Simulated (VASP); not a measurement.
Set up this calculation in VASP 6.6.1, as the native input.

```yaml
Task: single point
Functional: PBE
Potentials_or_basis: VASP PAW PBE potentials, release 64 (Ca_sv, H)
Cutoff: 520 eV
k_mesh: 6 × 6 × 4
Occupations: gaussian, width 0.1 eV
Spin: no spin polarisation
Dipole_correction: no
Further_INCAR_settings: ALGO = Normal; EDIFF = 1e-07; NBANDS = 12
```

The structure of CaH lies in POSCAR:

```
CaH
1.0
    3.3100494329      0.0000000000      0.0000000000
    0.0000000000      3.3104175832      0.0000000000
    0.0000000000      0.0000000000      3.9990784107
Ca H
1 1
Direct
    0.0000000000      0.5000000000      0.0000000000
    0.5000000000      0.0000000000      0.0000000000
```

One way to write it, as run:

INCAR

```
ALGO = Normal
EDIFF = 1E-7
ENCUT = 520
GGA = PE
ISIF = 2
ISMEAR = 0
LASPH = T
LCHARG = T
LELF = T
LREAL = F
LVHAR = T
LWAVE = F
NBANDS = 12
NELM = 80
PREC = Accurate
SIGMA = 0.1
```

KPOINTS

```
k-points
0
Gamma
  6 6 4
```

Potentials or basis: VASP PAW PBE potentials, release 64 (Ca_sv, H).

Command:

```sh
$ cat potpaw_PBE.64/Ca_sv/POTCAR potpaw_PBE.64/H/POTCAR > POTCAR
$ mpirun -np 1 vasp_std > vasp.out
```

Results of the run:

- Pressure: -0.1 GPa

Caveat: the k points lie up to 0.39 Å⁻¹ apart.

It took 13 s on 1 thread of AMD EPYC 9R45 96-Core Processor (Zen 5), with other jobs on the host, peak memory 0.14 GiB.
